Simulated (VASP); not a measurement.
Set up this calculation in VASP 6.6.1, as the native input.

```yaml
Task: relaxation of cell and atoms
Functional: PBE
Potentials_or_basis: VASP PAW PBE potentials, release 64 (Ga_d, Sb)
Cutoff: 600 eV
k_mesh: 8 × 8 × 6
Occupations: gaussian, width 0.1 eV
Spin: no spin polarisation
Dipole_correction: no
Further_INCAR_settings: ALGO = Normal; EDIFF = 1e-06; IBRION = 2; EDIFFG = -0.01; NSW = 100; ISIF = 3
```

The structure of GaSb4 lies in POSCAR:

```
GaSb4
1.0
    4.4861320622      0.0000000000      0.0000000000
    0.0000000000      4.4861320622      0.0000000000
    0.0000000000      0.0000000000      7.3443225874
Ga Sb
1 4
Direct
    0.5000000000      0.5000000000      0.0000000000
    0.0000000000      0.5000000000      0.7044708781
    0.5000000000      0.0000000000      0.7044708781
    0.0000000000      0.5000000000      0.2955291219
    0.5000000000      0.0000000000      0.2955291219
```

The cell was generated, and may not be a known phase.

These files were run (other wordings do the same):

INCAR

```
SYSTEM = GaSb4
PREC = Accurate ; ENCUT = 600
EDIFF = 1E-6 ; ISMEAR = 0
SIGMA = 0.1 ; LREAL = .FALSE.
LASPH = .TRUE. ; NELM = 60
ALGO = Normal ; ISIF = 3
LWAVE = .FALSE. ; LCHARG = .FALSE.
GGA = PE ; IBRION = 2
NSW = 100 ; EDIFFG = -0.01
```

KPOINTS

```
Automatic mesh
0
G
  8 8 6
  0 0 0
```

Potentials or basis: VASP PAW PBE potentials, release 64 (Ga_d, Sb).

Launch:

```sh
$ cat potpaw_PBE.64/Ga_d/POTCAR potpaw_PBE.64/Sb/POTCAR > POTCAR
$ mpirun -np 1 vasp_std > vasp.out
```

It gave:

| Quantity | Value |
| --- | --- |
| Relaxed volume | 29.91 Å³/atom |
| Relaxed cell | a = 4.535 Å, b = 4.535 Å, c = 7.270 Å, α = 90.00°, β = 90.00°, γ = 90.00° |
| Space group after relaxing (to 0.1 Å) | P4/mmm (No. 123) |
| Energy gained by relaxing | 2.4 meV/atom |
| Ionic steps | 6 |
| Pressure after relaxing | 0.0 GPa |
| Band gap on the k mesh | zero (an odd number of electrons rules out a gap without spin polarisation) |

Caveat: the highest band is partly filled, so the run has too few bands; spin-orbit coupling is left out, which moves the levels of the heavy elements; an odd number of electrons without spin polarisation forces a metal; a magnetic or distorted state may lie lower.

It took 4.3 min on 1 thread of Intel(R) Xeon(R) 6975P-C (Granite Rapids), on a shared host, peak memory 0.42 GiB.
